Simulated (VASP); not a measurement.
# Cu (Immm) in VASP: single point with PBEsol

Aim: the single point of Cu with PBEsol.

All numbers are computed with VASP 6.6.1; they aren't measurements. Logs are shortened: lines on timing, memory, paths and dates and some standing lists are left out, and cuts for length are marked.

### Step 1. The cell of the first run

The structure is orthorhombic, space group Immm (No. 71). The conventional cell has a = 2.712 Å, b = 2.752 Å, c = 2.886 Å, α = 90.00°, β = 90.00°, γ = 90.00°. Cu (site symmetry mmm) has 14 Cu at 2.41 to 2.89 Å within 3.2 Å.

### Step 2. Single point, PBEsol (strain -0.0600 x Voigt [1, 0, 0, 0, 0, 0])

The input, INCAR:

```
SYSTEM = Cu
  ALGO = Fast
  EDIFF = 1E-6
  ENCUT = 520
  GGA = PS
  ISIF = 2
  ISMEAR = 0
  LASPH = .True.
  LCHARG = .False.
  LREAL = .False.
  LWAVE = .False.
  NBANDS = 12
  NELM = 80
  PREC = Accurate
  SIGMA = 0.15
```

The input, KPOINTS:

```
k-points
0
Gamma
  24 24 24
  0 0 0
```

The input, POSCAR:

```
Cu
1.0
   -1.3562257208      1.4427933200      1.3760814500
    1.3562257208     -1.4427933200      1.3760814500
    1.3562257208      1.4427933200     -1.3760814500
Cu
1
Direct
    0.0000000000      0.0000000000      0.0000000000
```

Potentials or basis: VASP PAW PBE potentials, release 64 (Cu).

Command:

```console
$ cat potpaw_PBE.64/Cu/POTCAR > POTCAR
$ mpirun -np 1 vasp_std > vasp.out
```

OUTCAR:

```text
SYSTEM = Cu
   EDIFF = 1E-6
   ENCUT = 520
   GGA = PS
   ISIF = 2
   ISMEAR = 0
   LASPH = .True.
   LREAL = .False.
   NELM = 80
   PREC = Accurate

 ion  position               nearest neighbor table
   1  0.000  0.000  0.000-

  LATTYP: Found a body centered orthorhombic cell.
 ALAT       =     2.7124514416
 B/A-ratio  =     1.0146404311
 C/A-ratio  =     1.0638297872

  Lattice vectors:

 A1 = (  -1.3562257208,  -1.4427933200,   1.3760814500)
 A2 = (   1.3562257208,  -1.4427933200,  -1.3760814500)
 A3 = (   1.3562257208,   1.4427933200,   1.3760814500)

Analysis of symmetry for initial positions (statically):
=====================================================================
 Subroutine PRICEL returns:
 Original cell was already a primitive cell.

 Routine SETGRP: Setting up the symmetry group for a
 body centered orthorhombic supercell.

 Subroutine GETGRP returns: Found  8 space group operations
 (whereof  8 operations were pure point group operations)
 out of a pool of  8 trial point group operations.

The static configuration has the point symmetry D_2h.

Analysis of symmetry for dynamics (positions and initial velocities):
=====================================================================
 Subroutine PRICEL returns:
 Original cell was already a primitive cell.

 Routine SETGRP: Setting up the symmetry group for a
 body centered orthorhombic supercell.

 Subroutine GETGRP returns: Found  8 space group operations
 (whereof  8 operations were pure point group operations)
 out of a pool of  8 trial point group operations.

The dynamic configuration has the point symmetry D_2h.

 Subroutine INISYM returns: Found  8 space group operations
 (whereof  8 operations are pure point group operations),
 and found     1 'primitive' translations

----------------------------------------------------------------------------------------

                                     Primitive cell

  volume of cell :      10.7706

  direct lattice vectors                    reciprocal lattice vectors
    -1.356225721  1.442793320  1.376081450     0.000000000  0.346549983  0.363350585
     1.356225721 -1.442793320  1.376081450     0.368670194  0.000000000  0.363350585
     1.356225721  1.442793320 -1.376081450     0.368670194  0.346549983  0.000000000

  length of vectors
     2.411348363  2.411348363  2.411348363     0.502116060  0.517630524  0.505978856

  position of ions in fractional coordinates (direct lattice)
[... 86 lines left out ...]
   TEBEG  =    0.0;   TEEND  =   0.0 temperature during run
   PSTRESS=    0.0 pullay stress
   NELECT =      11.0000    total number of electrons
   NUPDOWN=      -1.0000    fix difference up-down
   EMIN   =  10.00;   EMAX   =-10.00  energy-range for DOS
   EFERMI =   0.00;   METHOD = LEGACY
   ISMEAR =     0;   SIGMA  =   0.15  broadening in eV -4-tet -1-fermi 0-gaus
   EFERMI_NEDOS =   21; number of points for ismear=-14 and -15
   IALGO  =     68    algorithm
   IMIX   =      4    mixing-type and parameters
     AMIX     =   0.40;   BMIX     =  1.00
     AMIX_MAG =   1.60;   BMIX_MAG =  1.00
  volume/ion in A,a.u.               =      10.77        72.68
  Fermi-wavevector in a.u.,A,eV,Ry     =   1.648639  3.115477 36.980792  2.718012
  Thomas-Fermi vector in A             =   2.737895
   LORBIT       =      0    0 simple, 1 ext, 2 COOP (PROOUT), +10 PAW based schemes
   GGA     = PS    functional components
   LHFCALC =     F    Hartree Fock is set to
   AEXX    =    0.0000 exact exchange contribution
   IVDW    =     0    specifies the selected vdW correction
   LEPSILON=     F    determine dielectric tensor
   LRPA    =     F    only Hartree local field effects (RPA)
 non-spin polarized calculation
 RMM-DIIS sequential band-by-band and
 Gauss-broadening in eV      SIGMA  =   0.15
  energy-cutoff  :      520.00
  volume of cell :       10.77
 maximum number of plane-waves:       305
 NGX is ok and might be reduce to    18
   NGX =  9   NGY =  9   NGZ =  9

 number of electron      11.0000009 magnetization

 Free energy of the ion-electron system (eV)
  ---------------------------------------------------
  ext. energy  EPLUGINS =         0.00000000
  ---------------------------------------------------
  free energy    TOTEN  =        -4.25203756 eV

  energy without entropy =       -4.24808525  energy(sigma->0) =       -4.25006140

 E-fermi :   8.6113     XC(G=0): -13.4565

 val. band max:        8.6092610614   @ k =   0.0833   0.3333   0.0833
 cond. band min:       8.6114419394   @ k =   0.3333   0.5000   0.0417
 fundamental gap:      0.0021808779
 Fermi energy:         8.6112554136

 k-point     1 :       0.0000    0.0000    0.0000
  band No.  band energies     occupation
      1      -1.5148      2.00000
      2       5.0811      2.00000
      3       5.1506      2.00000
      4       5.3456      2.00000
      5       6.2100      2.00000
      6       6.4583      2.00000
      7      33.7428      0.00000
      8      34.6117      0.00000
      9      35.0603      0.00000
     10      38.2740      0.00000
     11      38.4810      0.00000
     12      39.5603      0.00000
[... 331 lines left out ...]
 k-point    24 :       0.4167    0.0417    0.0000
  band No.  band energies     occupation
      1       2.9426      2.00000
      2       4.5360      2.00000
      3       6.0696      2.00000
      4       6.3710      2.00000
      5       6.7151      2.00000
      6       7.4594      2.00000
      7      14.2001      0.00000
      8      27.1433      0.00000
      9      28.0667      0.00000
     10      32.3401      0.00000
     11      35.5123      0.00000
     12      41.2696      0.00000

 [... further k-points ...]

------------------------ aborting loop because EDIFF is reached ----------------------------------------

  FORCE on cell =-STRESS in cart. coord.  units (eV):
  Direction    XX          YY          ZZ          XY          YZ          ZX
  --------------------------------------------------------------------------------------
  -------------------------------------------------------------------------------------
  Total        0.7193020      0.7774851      0.7072478      0.0000000      0.0000000      0.0000000
  in kB      106.9994721    115.6544744    105.2063464      0.0000000      0.0000000      0.0000000
  external PRESSURE =     109.2867643 kB  Pullay stress =       0.0000000 kB

 VOLUME and BASIS-vectors are now :
 -----------------------------------------------------------------------------
  energy-cutoff  :      520.00
  volume of cell :       10.77
      direct lattice vectors                 reciprocal lattice vectors
    -1.356225721  1.442793320  1.376081450     0.000000000  0.346549983  0.363350585
     1.356225721 -1.442793320  1.376081450     0.368670194  0.000000000  0.363350585
     1.356225721  1.442793320 -1.376081450     0.368670194  0.346549983  0.000000000

 POSITION                                       TOTAL-FORCE (eV/Angst)
 -----------------------------------------------------------------------------------
      0.00000      0.00000      0.00000        -0.000000      0.000000      0.000000
 -----------------------------------------------------------------------------------
    total drift:                                0.000000      0.000000      0.000000

  FREE ENERGIE OF THE ION-ELECTRON SYSTEM (eV)
  ---------------------------------------------------
  free  energy   TOTEN  =        -4.2520375571 eV

  energy  without entropy=       -4.2480852453  energy(sigma->0) =       -4.25006140
```

Wall time 92 s (1 thread of Intel Xeon 6975P-C (Granite Rapids), shared host); peak memory 0.34 GiB.

What came out:

```
Free energy : -4.2520 eV
Pressure    : 10.9 GPa
```

Caveat: the cell differs from its parent crystal (strain -0.0600 x Voigt [1, 0, 0, 0, 0, 0]); the PAW data sets were made with another functional, which shifts forces and pressure a little.
